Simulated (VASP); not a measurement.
Set up this calculation in VASP 6.6.1, as the native input.

* Task: single point
* Functional: r2SCAN
* Potentials or basis: VASP PAW PBE potentials, release 64 (B, N)
* Cutoff: 520 eV
* k mesh: 8 × 8 × 8
* Occupations: methfessel-paxton, width 0.01 eV
* Spin: no spin polarisation
* Dipole correction: no
* Further INCAR settings: ALGO = Normal; EDIFF = 1e-06; NBANDS = 11

The system is BN.

```
B N
1.0
     0.00000    3.52420    2.18399
     1.26198    0.00000    2.18399
     1.26198    3.52420    0.00000
B N
1 1
Direct
  0.00005 0.00005 0.99995
  0.66667 0.66667 0.33333
```

One way to write it, as run:

POSCAR

```
BN
1.0
    0.0000000000      3.5242042191      2.1839933904
    1.2619765352      0.0000000000      2.1839933904
    1.2619765352      3.5242042191      0.0000000000
B N
1 1
Direct
    0.0000490000      0.0000490000      0.9999510000
    0.6666666667      0.6666666667      0.3333333333
```

INCAR.step1

```
PREC     = Accurate       # precision mode
ENCUT    = 520            # plane-wave cutoff, eV
ISMEAR   = 1              # smearing method
SIGMA    = 0.01           # smearing width, eV
LREAL    = F              # projectors in reciprocal space
LASPH    = T              # aspherical terms in the spheres
NELM     = 80             # most SCF steps
NBANDS   = 11             # bands
GGA      = PE             # functional
ALGO     = Normal         # electronic algorithm
EDIFF    = 1E-4           # SCF threshold, eV
LWAVE    = T              # write WAVECAR
LCHARG   = F              # write CHGCAR
```

INCAR.step2

```
PREC     = Accurate       # precision mode
ENCUT    = 520            # plane-wave cutoff, eV
EDIFF    = 1E-6           # SCF threshold, eV
ISMEAR   = 1              # smearing method
SIGMA    = 0.01           # smearing width, eV
LREAL    = F              # projectors in reciprocal space
LASPH    = T              # aspherical terms in the spheres
NELM     = 80             # most SCF steps
ALGO     = Normal         # electronic algorithm
ISIF     = 2              # what is computed and relaxed
LWAVE    = F              # write WAVECAR
LCHARG   = F              # write CHGCAR
METAGGA  = R2SCAN         # meta-GGA
LMIXTAU  = T            
NBANDS   = 11             # bands
ISTART   = 1
```

KPOINTS

```
regular mesh
0
Gamma
  8 8 8
```

Potentials or basis: VASP PAW PBE potentials, release 64 (B, N).

Launch:

```bash
$ cat potpaw_PBE.64/B/POTCAR potpaw_PBE.64/N/POTCAR > POTCAR
$ cp INCAR.step1 INCAR
$ mpirun -np 1 vasp_std > vasp.out
$ cp INCAR.step2 INCAR
$ mpirun -np 1 vasp_std > vasp.out
```

Results of the run:

```yaml
Pressure: -5.7 GPa
Largest_force: 0.010 eV/Å
Band_gap_on_the_k_mesh: 4.31 eV, indirect (least direct gap 5.36 eV)
```

Caveat: the PAW data sets were made with another functional, which shifts forces and pressure a little.

Wall time 110 s on 1 thread of AMD EPYC 9R45 (Zen 5), with other jobs on the host, peak memory 0.12 GiB.
